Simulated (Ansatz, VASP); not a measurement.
TaN: VASP beside Ansatz

File POSCAR:

```
TaN
1.0
    0.0000000000      2.2546932853      2.2546932853
    2.2546932853      0.0000000000      2.2546932853
    2.2546932853      2.2546932853      0.0000000000
Ta N
1 1
Direct
    0.5000000000      0.5000000000      0.5000000000
    0.0000000000      0.0000000000      0.0000000000
```

INCAR.step1

```
PREC     = Accurate       # precision mode
ENCUT    = 660            # plane-wave cutoff, eV
ISMEAR   = -1             # smearing method
SIGMA    = 0.05           # smearing width, eV
LREAL    = F              # projectors in reciprocal space
LASPH    = T              # aspherical terms in the spheres
NELM     = 120            # most SCF steps
NBANDS   = 16             # bands
GGA      = PE             # functional
ALGO     = Normal         # electronic algorithm
EDIFF    = 1E-5           # SCF threshold, eV
LWAVE    = T              # write WAVECAR
LCHARG   = F              # write CHGCAR
GGA_COMPAT= F
```

INCAR.step2

```
PREC     = Accurate       # precision mode
ENCUT    = 660            # plane-wave cutoff, eV
EDIFF    = 1E-6           # SCF threshold, eV
ISMEAR   = -1             # smearing method
SIGMA    = 0.05           # smearing width, eV
LREAL    = F              # projectors in reciprocal space
LASPH    = T              # aspherical terms in the spheres
NELM     = 120            # most SCF steps
ALGO     = Normal         # electronic algorithm
ISIF     = 2              # what is computed and relaxed
LWAVE    = F              # write WAVECAR
LCHARG   = T              # write CHGCAR
METAGGA  = R2SCAN         # meta-GGA
LMIXTAU  = T            
LELF     = T              # ELF
LVHAR    = T            
NBANDS   = 16             # bands
ISTART   = 1            
GGA_COMPAT= F
```

Contents of KPOINTS:

```
Automatic mesh
0
Gamma
  10 10 10
```

input.yaml

```yaml
crystal:
  lattice:
    - [0.0, 2.2546932853, 2.2546932853]
    - [2.2546932853, 0.0, 2.2546932853]
    - [2.2546932853, 2.2546932853, 0.0]
  atoms:
    - { symbol: Ta, position: [0.5, 0.5, 0.5] }
    - { symbol: "N", position: [0.0, 0.0, 0.0] }
hamiltonian:
  xc: r2scan
  pseudopotentials: { kind: paw }
kpoints:
  mp_grid: { grid: [10, 10, 10] }
scf:
  occupations: { method: fermi_dirac, width: 0.05 }
output:
  forces: true
  stress: true
  eigenvalues: true
```

Alike in both runs: task single point; functional r2SCAN; k mesh 10 × 10 × 10; occupations fermi-dirac, width 0.05 eV; no spin polarisation.

```csv
,VASP,Ansatz
version,VASP 6.6.1,Ansatz 0.2.0
potentials or method,"VASP PAW PBE potentials, release 64 (Ta_sv_GW, N)",Ansatz PAW
plane-wave cutoff (eV),660,500
valence electrons in the cell,18,18
```

VASP gave:

* gap on the k mesh at the Fermi level (eV): none
* pressure (GPa): -22.9

Q: Estimate Ansatz's values.

A: gap on the k mesh at the Fermi level (eV): none; pressure (GPa): -22.7.

VASP's potentials were made for PBE, not for r2SCAN. A gap of «none» marks a metal or a gap that the smearing closes. With one functional, cell and mesh, what is left measures potentials, basis and numerics.

Neither program's run includes spin-orbit coupling.
